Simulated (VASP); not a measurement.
**Cu: electric field gradients with PBEsol**

Cu:

```
Cu
1.0
     0.00000    1.81947    1.81947
     1.81947    0.00000    1.81947
     1.81947    1.81947    0.00000
Cu
1
Direct
  0.00000 0.00000 0.00000
```

This cell differs from its parent crystal: volume scaled by 1.02.

```
Program                : VASP 6.6.1
Task                   : electric field gradients
Functional             : PBEsol
Potentials or basis    : VASP PAW PBE potentials, release 64 (Cu)
Cutoff                 : 520 eV
k mesh                 : 19 × 19 × 19
Occupations            : fermi-dirac, width 0.08 eV
Spin                   : no spin polarisation
Dipole correction      : no
Further INCAR settings : ALGO = Normal; EDIFF = 1e-08; NBANDS = 12
```

The pressure is -8.4 GPa.

Levels at points of the mesh, in eV from the Fermi level:
| k point | band 2 | band 3 | band 4 | band 5 | band 6 | band 7 | band 8 | band 9 | band 10 | band 11 |
| --- | --- | --- | --- | --- | --- | --- | --- | --- | --- | --- |
| (0.00, 0.00, 0.00) | -3.00 | -3.00 | -3.00 | -2.19 | -2.19 | 22.40 | 24.86 | 24.86 | 24.86 | 27.32 |

It took 25 s on 1 thread of AMD EPYC 7R13 Processor (Zen 3), with other jobs on the host, peak memory 0.11 GiB.

Caveat: without QUAD_EFG the Cq values of the log hold for a quadrupole moment of 1 mb, not for the nuclei; the PAW data sets were made with another functional, which shifts forces and pressure a little.
